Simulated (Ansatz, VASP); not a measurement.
## Two plane-wave programs on HfO2

File POSCAR:

```
HfO2
1.0
    0.0000000000      2.4949928030      2.4949928030
    2.4949928030      0.0000000000      2.4949928030
    2.4949928030      2.4949928030      0.0000000000
Hf O
1 2
Direct
    0.0000000000      0.0000000000      0.0000000000
    0.2500000000      0.2500000000      0.2500000000
    0.7500000000      0.7500000000      0.7500000000
```

INCAR.step1

```
PREC = Accurate
ENCUT = 520
ISMEAR = 0
SIGMA = 0.05
LREAL = F
LASPH = T
NELM = 60
NBANDS = 18
GGA = PE
ALGO = Normal
EDIFF = 1E-4
LWAVE = T
LCHARG = F
```

Contents of INCAR.step2:

```
PREC = Accurate
ENCUT = 520
EDIFF = 1E-7
ISMEAR = 0
SIGMA = 0.05
LREAL = F
LASPH = T
NELM = 60
ALGO = Normal
ISIF = 2
LWAVE = F
LCHARG = F
METAGGA = R2SCAN
LMIXTAU = T
NBANDS = 18
ISTART = 1
```

Contents of KPOINTS:

```
Automatic mesh
0
Gamma
  8 8 8
```

Input for Ansatz:

```yaml
crystal:
  lattice:
    - [0.0, 2.494992803, 2.494992803]
    - [2.494992803, 0.0, 2.494992803]
    - [2.494992803, 2.494992803, 0.0]
  atoms:
    - { symbol: Hf, position: [0.0, 0.0, 0.0] }
    - { symbol: O, position: [0.25, 0.25, 0.25] }
    - { symbol: O, position: [0.75, 0.75, 0.75] }
basis:
  ecutwfc: 500
  ecutrho_ratio: 4
kpoints:
  mp_grid: { grid: [8, 8, 8] }
hamiltonian:
  xc: r2scan
scf:
  occupations: { method: gaussian, width: 0.05 }
output:
  forces: true
  stress: true
  eigenvalues: true
```

Alike in both runs: task single point; functional r2SCAN; k mesh 8 × 8 × 8; occupations gaussian, width 0.05 eV; no spin polarisation.

|  | VASP | Ansatz |
| --- | --- | --- |
| version | VASP 6.6.1 | Ansatz 0.2.0 |
| potentials or method | VASP PAW PBE potentials, release 64 (Hf_pv, O), cutoff 520 eV | scalar-relativistic, plane waves, PAW |
| valence electrons in the cell | 22 | 38 |

|  | VASP | Ansatz | Ansatz less VASP |
| --- | --- | --- | --- |
| gap on the k mesh at the Fermi level (eV) | 4.44 | 4.41 | -0.024 |
| least direct gap on the mesh (eV) | 4.44 | 4.41 | -0.024 |
| pressure (GPa) | 7.7 | 12.1 | +4.39 |

VASP's potentials were made for PBE, not for r2SCAN. One of these differences is far larger than is usual between the two programs; its cause wasn't traced. VASP's potentials hold 22 valence electrons a cell and Ansatz's 38, so a difference there can come from the potentials and not from the codes.

Spin-orbit coupling is off throughout.
